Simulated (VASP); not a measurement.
# CuF (P6_3/mmc) in VASP: settings compared

Aim: see how the results for CuF move with the level of theory and the settings. Levels: PBE, r2SCAN. Tasks: single point.

All numbers are computed with VASP 6.6.1; they aren't measurements. Logs are shortened: lines on timing, memory, paths and dates and some standing lists are left out, and cuts for length are marked.

### 1 The cell of the first run

Symmetry: P6_3/mmc, No. 194, hexagonal system. Conventional cell: a = 3.509 Å, b = 3.509 Å, c = 5.083 Å, α = 90.00°, β = 90.00°, γ = 120.00°. Within 2.7 Å of Cu (site symmetry -6m2) lie 5 F at 2.03 to 2.54 Å. F (site symmetry -6m2) has 5 Cu at 2.03 to 2.54 Å within 2.7 Å.

### 2 Single point, PBE

File INCAR:

```
PREC = Accurate ; ENCUT = 520
EDIFF = 1E-6 ; ISMEAR = -1
SIGMA = 0.02 ; LREAL = F
LASPH = T ; NELM = 100
ALGO = Normal ; ISIF = 2
LWAVE = F ; LCHARG = F
GGA = PE ; NBANDS = 26
```

File KPOINTS:

```
regular mesh
0
Gamma
  6 6 4
```

File POSCAR:

```
CuF
1.0
    3.5086571400      0.0000000000      0.0000000000
   -1.7543285700      3.0385862164      0.0000000000
    0.0000000000      0.0000000000      5.0825198265
Cu F
2 2
Direct
    0.3333333333      0.6666666667      0.2500000000
    0.6666666667      0.3333333333      0.7500000000
    0.6666666667      0.3333333333      0.2500000000
    0.3333333333      0.6666666667      0.7500000000
```

Potentials or basis: VASP PAW PBE potentials, release 64 (Cu, F).

Started as:

```bash
$ cat potpaw_PBE.64/Cu/POTCAR potpaw_PBE.64/F/POTCAR > POTCAR
$ mpirun -np 1 vasp_std > vasp.out
```

OUTCAR:

```text
PREC = Accurate
   ENCUT = 520
   EDIFF = 1E-6
   ISMEAR = -1
   LREAL = F
   LASPH = T
   NELM = 100
   ISIF = 2
   GGA = PE

 ion  position               nearest neighbor table
   1  0.333  0.667  0.250-   3 2.03   3 2.03   3 2.03
   2  0.667  0.333  0.750-   4 2.03   4 2.03   4 2.03
   3  0.667  0.333  0.250-   1 2.03   1 2.03   1 2.03
   4  0.333  0.667  0.750-   2 2.03   2 2.03   2 2.03

  LATTYP: Found a hexagonal cell.
 ALAT       =     3.5086571400
 C/A-ratio  =     1.4485655405

  Lattice vectors:

 A1 = (   3.5086571400,   0.0000000000,   0.0000000000)
 A2 = (  -1.7543285700,   3.0385862164,   0.0000000000)
 A3 = (   0.0000000000,   0.0000000000,   5.0825198265)

Analysis of symmetry for initial positions (statically):
=====================================================================
 Subroutine PRICEL returns:
 Original cell was already a primitive cell.

 Routine SETGRP: Setting up the symmetry group for a
 hexagonal supercell.

 Subroutine GETGRP returns: Found 24 space group operations
 (whereof 12 operations were pure point group operations)
 out of a pool of 24 trial point group operations.

The static configuration has the point symmetry D_3d.
 The point group associated with its full space group is D_6h.

Analysis of symmetry for dynamics (positions and initial velocities):
=====================================================================
 Subroutine PRICEL returns:
 Original cell was already a primitive cell.

 Routine SETGRP: Setting up the symmetry group for a
 hexagonal supercell.

 Subroutine GETGRP returns: Found 24 space group operations
 (whereof 12 operations were pure point group operations)
 out of a pool of 24 trial point group operations.

The dynamic configuration has the point symmetry D_3d.
 The point group associated with its full space group is D_6h.

 Subroutine INISYM returns: Found 24 space group operations
 (whereof 12 operations are pure point group operations),
 and found     1 'primitive' translations

----------------------------------------------------------------------------------------

                                     Primitive cell

  volume of cell :      54.1866

[... 83 lines left out ...]
   LNONCOLLINEAR =      F non collinear calculations
   LSORBIT =      F    spin-orbit coupling
   LASPH  =      T    aspherical Exc in radial PAW
   ENCUT  =  520.0 eV  38.22 Ry    6.18 a.u.   6.52  6.52  9.45*2*pi/ulx,y,z
   NELM   =    100;   NELMIN=  2; NELMDL= -5     # of ELM steps
   EDIFF  = 0.1E-05   stopping-criterion for ELM
   LREAL  =      F    real-space projection
   EDIFFG = 0.1E-04   stopping-criterion for IOM
   NSW    =      0    number of steps for IOM
   IBRION =     -1    ionic relax: 0-MD 1-quasi-New 2-CG
   NFREE  =      0    steps in history (QN), initial steepest desc. (CG)
   ISIF   =      2    stress and relaxation
   ISYM   =      2    0-nonsym 1-usesym 2-fastsym
   POTIM  = 0.5000    time-step for ionic-motion
   TEBEG  =    0.0;   TEEND  =   0.0 temperature during run
   PSTRESS=    0.0 pullay stress
   NELECT =      36.0000    total number of electrons
   NUPDOWN=      -1.0000    fix difference up-down
   EMIN   =  10.00;   EMAX   =-10.00  energy-range for DOS
   EFERMI =   0.00;   METHOD = LEGACY
   ISMEAR =    -1;   SIGMA  =   0.02  broadening in eV -4-tet -1-fermi 0-gaus
   EFERMI_NEDOS =   21; number of points for ismear=-14 and -15
   IALGO  =     38    algorithm
   IMIX   =      4    mixing-type and parameters
     AMIX     =   0.40;   BMIX     =  1.00
     AMIX_MAG =   1.60;   BMIX_MAG =  1.00
  volume/ion in A,a.u.               =      13.55        91.42
  Fermi-wavevector in a.u.,A,eV,Ry     =   1.428494  2.699463 27.763989  2.040596
  Thomas-Fermi vector in A             =   2.548550
   LORBIT       =      0    0 simple, 1 ext, 2 COOP (PROOUT), +10 PAW based schemes
   GGA     = PE    functional components
   LHFCALC =     F    Hartree Fock is set to
   AEXX    =    0.0000 exact exchange contribution
   IVDW    =     0    specifies the selected vdW correction
   LEPSILON=     F    determine dielectric tensor
   LRPA    =     F    only Hartree local field effects (RPA)
 non-spin polarized calculation
  energy-cutoff  :      520.00
  volume of cell :       54.19
 maximum number of plane-waves:      1495
 NGX is ok and might be reduce to    28
   NGX = 13   NGY = 13   NGZ = 19

 number of electron      35.9999987 magnetization

 Free energy of the ion-electron system (eV)
  ---------------------------------------------------
  ext. energy  EPLUGINS =         0.00000000
  ---------------------------------------------------
  free energy    TOTEN  =       -14.22660609 eV

  energy without entropy =      -14.22227337  energy(sigma->0) =      -14.22443973

 E-fermi :   3.3144     XC(G=0): -10.0421

 val. band max:        3.3126537132   @ k =   0.0000   0.0000   0.5000
 cond. band min:       3.3212131290   @ k =   0.0000   0.0000   0.2500
 fundamental gap:      0.0085594158
 Fermi energy:         3.3144248723

 k-point     1 :       0.0000    0.0000    0.0000
  band No.  band energies     occupation
      1     -21.4950      2.00000
      2     -21.2639      2.00000
      3      -3.6821      2.00000
      4      -3.4956      2.00000
      5      -3.4956      2.00000
      6      -3.3029      2.00000
[... 598 lines left out ...]
     25      16.9066      0.00000
     26      16.9066      0.00000

------------------------ aborting loop because EDIFF is reached ----------------------------------------

  FORCE on cell =-STRESS in cart. coord.  units (eV):
  Direction    XX          YY          ZZ          XY          YZ          ZX
  --------------------------------------------------------------------------------------
  -------------------------------------------------------------------------------------
  Total        1.7726741      1.7726741      1.2819144      0.0000000      0.0000000      0.0000000
  in kB       52.4140716     52.4140716     37.9033872      0.0000000      0.0000000      0.0000000
  external PRESSURE =      47.5771768 kB  Pullay stress =       0.0000000 kB

 VOLUME and BASIS-vectors are now :
 -----------------------------------------------------------------------------
  energy-cutoff  :      520.00
  volume of cell :       54.19
      direct lattice vectors                 reciprocal lattice vectors
     3.508657140  0.000000000  0.000000000     0.285009324  0.164550210  0.000000000
    -1.754328570  3.038586216  0.000000000     0.000000000  0.329100420  0.000000000
     0.000000000  0.000000000  5.082519826     0.000000000  0.000000000  0.196752799

 POSITION                                       TOTAL-FORCE (eV/Angst)
 -----------------------------------------------------------------------------------
     -0.00000      2.02572      1.27063        -0.000000      0.000000     -0.000000
      1.75433      1.01286      3.81189         0.000000     -0.000000      0.000000
      1.75433      1.01286      1.27063        -0.000000      0.000000      0.000000
     -0.00000      2.02572      3.81189         0.000000      0.000000      0.000000
 -----------------------------------------------------------------------------------
    total drift:                               -0.000000      0.000000     -0.000000

  FREE ENERGIE OF THE ION-ELECTRON SYSTEM (eV)
  ---------------------------------------------------
  free  energy   TOTEN  =       -14.2266060908 eV

  energy  without entropy=      -14.2222733671  energy(sigma->0) =      -14.22443973
```

OSZICAR:

```text
N       E                     dE             d eps       ncg     rms          rms(c)
DAV:   1     0.367632443205E+03    0.36763E+03   -0.17676E+04  1134   0.203E+03
DAV:   2     0.316554256687E+02   -0.33598E+03   -0.31400E+03  1132   0.410E+02
DAV:   3    -0.139783685360E+02   -0.45634E+02   -0.43925E+02  1234   0.171E+02
DAV:   4    -0.157686829647E+02   -0.17903E+01   -0.17777E+01  1458   0.361E+01
DAV:   5    -0.157833396162E+02   -0.14657E-01   -0.14655E-01  1234   0.326E+00    0.780E+00
DAV:   6    -0.147018983076E+02    0.10814E+01   -0.75502E+00  1504   0.491E+01    0.544E+00
DAV:   7    -0.142464561638E+02    0.45544E+00   -0.23852E+00  1464   0.334E+01    0.162E+00
DAV:   8    -0.142359917992E+02    0.10464E-01   -0.13412E-01  1590   0.395E+00    0.812E-01
DAV:   9    -0.142268171304E+02    0.91747E-02   -0.26259E-02  1372   0.232E+00    0.224E-01
DAV:  10    -0.142265957380E+02    0.22139E-03   -0.52442E-03  1540   0.116E+00    0.116E-01
DAV:  11    -0.142266948624E+02   -0.99124E-04   -0.10113E-03  1526   0.653E-01    0.757E-02
DAV:  12    -0.142266024415E+02    0.92421E-04   -0.26157E-04  1366   0.171E-01    0.103E-02
DAV:  13    -0.142266052833E+02   -0.28418E-05   -0.25679E-05  1140   0.413E-02    0.639E-03
DAV:  14    -0.142266060908E+02   -0.80746E-06   -0.12084E-06   890   0.211E-02
   1 F= -.14226606E+02 E0= -.14224440E+02  d E =-.433272E-02
```

stdout:

```text
POSCAR found type information on POSCAR CuF
 POSCAR found :  2 types and       4 ions
 scaLAPACK will be used
 LDA part: xc-table for (Slater+PW92), standard interpolation
 POSCAR, INCAR and KPOINTS ok, starting setup
 FFT: planning ... GRIDC
 FFT: planning ... GRID_SOFT
 FFT: planning ... GRID
 WAVECAR not read
 entering main loop
```

It took 13 s on 1 thread of Intel Xeon 6975P-C (Granite Rapids), shared host; peak memory 0.17 GiB.

What came out:

| Property | Result |
| --- | --- |
| Free energy | -14.2266 eV |
| Pressure | 4.8 GPa |
| Band gap on the k mesh | zero (band 18 reaches 3.33 eV, above the bottom of band 19 at 3.29 eV) |

Stress tensor (GPa, compression positive):
```
5.24 0.00 0.00
0.00 5.24 0.00
0.00 0.00 3.79
```

Caveat: semilocal functionals often make such compounds metallic where correlation or magnetic order opens a gap, which also shifts bond lengths. With open d or f shells a metallic result of PBE can be an artefact of self-interaction; +U or a hybrid may open a gap.

### 3 Single point, PBE

File INCAR:

```
SYSTEM = CuF
  PREC = Accurate
  ENCUT = 520
  EDIFF = 1E-7
  ISMEAR = -1
  SIGMA = 0.02
  LREAL = .FALSE.
  LASPH = .TRUE.
  NELM = 60
  ALGO = Normal
  ISIF = 2
  LWAVE = .FALSE.
  LCHARG = .FALSE.
  GGA = PE
  NBANDS = 26
```

File KPOINTS:

```
Automatic mesh
0
G
  6 6 4
  0 0 0
```

POSCAR is that of step 2.

Potentials or basis: VASP PAW PBE potentials, release 64 (Cu, F).

Started as:

```bash
$ cat potpaw_PBE.64/Cu/POTCAR potpaw_PBE.64/F/POTCAR > POTCAR
$ mpirun -np 1 vasp_std > vasp.out
```

Wall time 15 s (1 thread of Intel Xeon 6975P-C (Granite Rapids), shared host); peak memory 0.17 GiB.

The run converged. Its results:

```
Free energy            : -14.2266 eV
Pressure               : 4.6 GPa
Band gap on the k mesh : zero (band 18 reaches 3.33 eV, above the bottom of band 19 at 3.29 eV)
```

Stress tensor (GPa, compression positive):
```
5.06 0.00 0.00
0.00 5.06 0.00
0.00 0.00 3.60
```

Levels at points of the mesh, in eV from the Fermi level:
| k point | band 16 | band 17 | band 18 | band 19 | band 20 | band 21 |
| --- | --- | --- | --- | --- | --- | --- |
| (0.00, 0.00, 0.00) | -0.01 | -0.01 | 0.01 | 0.01 | 3.68 | 5.13 |
| (0.50, 0.00, 0.00) | -0.68 | -0.68 | -0.55 | 3.21 | 4.07 | 6.59 |
| (0.00, 0.00, 0.50) | 0.00 | 0.00 | 0.00 | 0.57 | 0.57 | 9.39 |
| (0.50, 0.00, 0.50) | -0.60 | -0.53 | -0.53 | 4.06 | 4.06 | 5.19 |

Caveat: semilocal functionals often make such compounds metallic where correlation or magnetic order opens a gap, which also shifts bond lengths.

### 4 Single point, r2SCAN

POSCAR is that of step 3.

File INCAR.step1:

```
PREC     = Accurate       # precision mode
ENCUT    = 520            # plane-wave cutoff, eV
ISMEAR   = -1             # smearing method
SIGMA    = 0.02           # smearing width, eV
LREAL    = False          # projectors in reciprocal space
LASPH    = True           # aspherical terms in the spheres
NELM     = 60             # most SCF steps
NBANDS   = 26             # bands
GGA      = PE             # functional
ALGO     = Normal         # electronic algorithm
EDIFF    = 1E-4           # SCF threshold, eV
LWAVE    = True           # write WAVECAR
LCHARG   = False          # write CHGCAR
```

File INCAR.step2:

```
PREC     = Accurate       # precision mode
ENCUT    = 520            # plane-wave cutoff, eV
EDIFF    = 1E-7           # SCF threshold, eV
ISMEAR   = -1             # smearing method
SIGMA    = 0.02           # smearing width, eV
LREAL    = False          # projectors in reciprocal space
LASPH    = True           # aspherical terms in the spheres
NELM     = 60             # most SCF steps
ALGO     = Normal         # electronic algorithm
ISIF     = 2              # what is computed and relaxed
LWAVE    = False          # write WAVECAR
LCHARG   = True           # write CHGCAR
METAGGA  = R2SCAN         # meta-GGA
LMIXTAU  = True         
LELF     = True           # ELF
LVHAR    = True         
NBANDS   = 26             # bands
ISTART   = 1
```

File KPOINTS:

```
regular mesh
0
Gamma
  6 6 4
```

Started as:

```bash
$ cat potpaw_PBE.64/Cu/POTCAR potpaw_PBE.64/F/POTCAR > POTCAR
$ cp INCAR.step1 INCAR
$ mpirun -np 1 vasp_std > vasp.out
$ cp INCAR.step2 INCAR
$ mpirun -np 1 vasp_std > vasp.out
```

It took 68 s on 1 thread of Intel Xeon 6975P-C (Granite Rapids), shared host; peak memory 0.18 GiB.

The run converged. Its results:

```yaml
Free_energy: -31.6173 eV
Pressure: 0.3 GPa
Band_gap_on_the_k_mesh: zero (filled and empty bands overlap)
```

Stress tensor (GPa, compression positive):
```
 0.51  0.00  0.00
 0.00  0.51  0.00
 0.00  0.00 -0.26
```

Levels at points of the mesh, in eV from the Fermi level:
```
           k point  band 16  band 17  band 18  band 19  band 20  band 21
(0.00, 0.00, 0.00)    -0.03    -0.03     0.00     0.00     4.03     5.37
(0.50, 0.00, 0.00)    -0.74    -0.68    -0.56     3.56     4.24     7.04
(0.00, 0.00, 0.50)    -0.02    -0.02    -0.02     0.74     0.74     9.83
(0.50, 0.00, 0.50)    -0.61    -0.59    -0.59     4.36     4.36     5.48
```

Caveat: the PAW data sets were made with another functional, which shifts forces and pressure a little; semilocal functionals often make such compounds metallic where correlation or magnetic order opens a gap, which also shifts bond lengths. With open d or f shells a metallic result of r2SCAN can be an artefact of self-interaction; +U or a hybrid may open a gap.
